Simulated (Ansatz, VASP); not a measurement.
# One calculation of ZnCu, two programs

File INCAR:

```
  PREC = Accurate
  ENCUT = 520
  EDIFF = 1E-7
  ISMEAR = 0
  SIGMA = 0.15
  LREAL = False
  LASPH = True
  NELM = 80
  ALGO = Fast
  ISIF = 2
  LWAVE = False
  LCHARG = False
  GGA = PS
  NBANDS = 18
```

KPOINTS

```
Automatic mesh
0
Gamma
  16 16 16
```

POSCAR

```
ZnCu
1.0
    2.9450000000      0.0000000000      0.0000000000
    0.0000000000      2.9450000000      0.0000000000
    0.0000000000      0.0000000000      2.9450000000
Zn Cu
1 1
Direct
    0.4558900473      0.4558900473      0.4558900473
    0.0000000000      0.0000000000      0.0000000000
```

Input for Ansatz:

```yaml
crystal:
  lattice:
    - [2.945, 0.0, 0.0]
    - [0.0, 2.945, 0.0]
    - [0.0, 0.0, 2.945]
  atoms:
    - { symbol: Zn, position: [0.4558900473, 0.4558900473, 0.4558900473] }
    - { symbol: Cu, position: [0.0, 0.0, 0.0] }
basis:
  ecutwfc: 420
kpoints:
  mp_grid: { grid: [16, 16, 16] }
hamiltonian:
  xc: pbesol
scf:
  occupations: { method: gaussian, width: 0.15 }
output:
  forces: true
  stress: true
  eigenvalues: true
  write_density: true
  write_potential: true
  elf: true
  volumetric_format: npy
```

Change from the starting cell: all Zn atoms moved +0.225 Å, as atom 1 towards its neighbour atom 2 (Cu) at 2.550 Å.

Alike in both runs: task single point; functional PBEsol; k mesh 16 × 16 × 16; occupations gaussian, width 0.15 eV; no spin polarisation.

```csv
,VASP,Ansatz
version,VASP 6.6.1,Ansatz 0.2.0
potentials or method,"VASP PAW PBE potentials, release 64 (Zn, Cu), cutoff 520 eV","scalar-relativistic, plane waves, PAW"
valence electrons in the cell,23,31
```

```csv
,VASP,Ansatz,Ansatz less VASP
gap on the k mesh at the Fermi level (eV),none,none,-
pressure (GPa),-1.3,-1.8,-0.48
"traceless stress, the component that is largest in VASP (GPa)",2.05,2.01,-0.035
rms of the force components (eV/Å),0.672,0.661,-0.0109
```

VASP's potentials were made for PBE, not for PBEsol. Atom by atom the forces differ by 0.011 eV/Å (rms over components). A gap of «none» marks a metal or a gap that the smearing closes. The functional is the same, so the differences come from potentials, cutoffs and numerics. VASP's potentials hold 23 valence electrons a cell and Ansatz's 31, so a difference there can come from the potentials and not from the codes.
